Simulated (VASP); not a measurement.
Input of a VASP 6.6.1 run:

The input INCAR:

```
PREC = Accurate
ENCUT = 520
EDIFF = 1E-6
ISMEAR = 0
SIGMA = 0.01
LREAL = F
LASPH = T
NELM = 80
ALGO = Normal
ISIF = 2
LWAVE = F
LCHARG = F
GGA = PE
NBANDS = 16
```

The input KPOINTS:

```
Automatic mesh
0
Gamma
  6 6 2
```

POSCAR

```
Si
1.0
    3.6998680860      0.0000000000      0.0000000000
   -1.8499340430      3.2041797531      0.0000000000
    0.0000000000      0.0000000000      6.1223986345
Si
4
Direct
    0.3333333333      0.6666666667      0.0630612446
    0.6666666667      0.3333333333      0.5630612446
    0.3333333333      0.6666666667      0.4369387554
    0.6666666667      0.3333333333      0.9369387554
```

Potentials or basis: VASP PAW PBE potentials, release 64 (Si).

The run is started by

```bash
$ cat potpaw_PBE.64/Si/POTCAR > POTCAR
$ mpirun -np 1 vasp_std > vasp.out
```

What does it give for the band gap on the k mesh?

0.17 eV, indirect (least direct gap 1.30 eV).

What does it give for the pressure?

13.7 GPa.

Stress tensor (GPa, compression positive):
```
13.76  0.00  0.00
 0.00 13.76  0.00
 0.00  0.00 13.56
```

Caveat: the k points lie up to 0.51 Å⁻¹ apart. A k mesh can miss the band edges.
